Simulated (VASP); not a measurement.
Wanted: the native input for a VASP 6.6.1 run.

```yaml
Task: single point
Functional: PBE
Potentials_or_basis: VASP PAW PBE potentials, release 64 (Eu, S)
Cutoff: 600 eV
k_mesh: 10 × 10 × 10
Occupations: fermi-dirac, width 0.05 eV
Spin: collinear spin, ferromagnetic start
Starting_moments: "[7.0, 0.0] μB"
Dipole_correction: no
Further_INCAR_settings: ALGO = Normal; EDIFF = 1e-06; NBANDS = 22
```

The structure of EuS lies in POSCAR:

```
EuS
1.0
    0.0000000000      2.9182144553      2.9182144553
    2.9182144553      0.0000000000      2.9182144553
    2.9182144553      2.9182144553      0.0000000000
Eu S
1 1
Direct
    0.0000000000      0.0000000000      0.0000000000
    0.5000000000      0.5000000000      0.5000000000
```

One way to write it, as run:

INCAR

```
SYSTEM = EuS
PREC     = Accurate       ! precision mode
ENCUT    = 600            ! plane-wave cutoff, eV
EDIFF    = 1E-6           ! SCF threshold, eV
ISMEAR   = -1             ! smearing method
SIGMA    = 0.05           ! smearing width, eV
LREAL    = .False.        ! projectors in reciprocal space
LASPH    = .True.         ! aspherical terms in the spheres
NELM     = 200            ! most SCF steps
ALGO     = Normal         ! electronic algorithm
ISIF     = 2              ! what is computed and relaxed
LWAVE    = .False.        ! write WAVECAR
LCHARG   = .False.        ! write CHGCAR
ISPIN    = 2              ! spin polarisation
MAGMOM   = 7 0            ! initial moments
LORBIT   = 11             ! projections on sites
LMAXMIX  = 6              ! l up to which the mixer works
GGA      = PE             ! functional
NBANDS   = 22             ! bands
GGA_COMPAT= .False.
```

KPOINTS

```
regular mesh
0
Gamma
  10 10 10
  0 0 0
```

Potentials or basis: VASP PAW PBE potentials, release 64 (Eu, S).

Launch:

```sh
$ cat potpaw_PBE.64/Eu/POTCAR potpaw_PBE.64/S/POTCAR > POTCAR
$ mpirun -np 1 vasp_std > vasp.out
```

Results of the run:

```json
{
 "Pressure": "0.1 GPa",
 "Net moment": "6.95 μB per cell",
 "Site moments": "Eu +6.56; S -0.07 μB",
 "Valence electrons inside the program's atomic spheres": "Eu 14.76; S 3.77"
}
```

Caveat: a cell with one magnetic atom can't hold antiferromagnetic order, which such compounds often take.

Run time: 4 min on 1 thread of Intel Xeon 8259CL, on a shared host, peak memory 0.31 GiB.
